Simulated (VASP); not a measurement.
A run of VASP 6.6.1 is set up as follows.

The input INCAR:

```
PREC = Accurate
ENCUT = 520
EDIFF = 1E-6
ISMEAR = 0
SIGMA = 0.02
LREAL = F
LASPH = T
NELM = 80
ALGO = Normal
ISIF = 2
LWAVE = F
LCHARG = T
GGA = CA
LELF = T
LVHAR = T
NBANDS = 44
```

The input KPOINTS:

```
Automatic mesh
0
Gamma
  6 6 4
```

Contents of POSCAR:

```
SiO2
1.0
    4.9405297249      0.0000000000      0.0000000000
    0.0000000000      4.9405297249      0.0000000000
    0.0000000000      0.0000000000      6.8596011958
Si O
4 8
Direct
    0.8048597421      0.8048597421      0.5000000000
    0.6951402579      0.3048597421      0.2500000000
    0.1951402579      0.1951402579      0.0000000000
    0.3048597421      0.6951402579      0.7500000000
    0.2628906955      0.3857667419      0.8162028578
    0.1142332581      0.7628906955      0.5662028578
    0.7371093045      0.6142332581      0.3162028578
    0.8857667419      0.2371093045      0.0662028578
    0.7628906955      0.1142332581      0.4337971422
    0.6142332581      0.7371093045      0.6837971422
    0.2371093045      0.8857667419      0.9337971422
    0.3857667419      0.2628906955      0.1837971422
```

Potentials or basis: VASP PAW LDA potentials, release 64 (Si, O).

Launch:

```sh
$ cat potpaw_LDA.64/Si/POTCAR potpaw_LDA.64/O/POTCAR > POTCAR
$ mpirun -np 1 vasp_std > vasp.out
```

(1) What does it give for the largest force?

(2) Estimate the band gap on the k mesh.

(3) What does it give for the pressure?

Results:

(1) 0.028 eV/Å.

(2) 5.56 eV.

(3) 0.6 GPa.
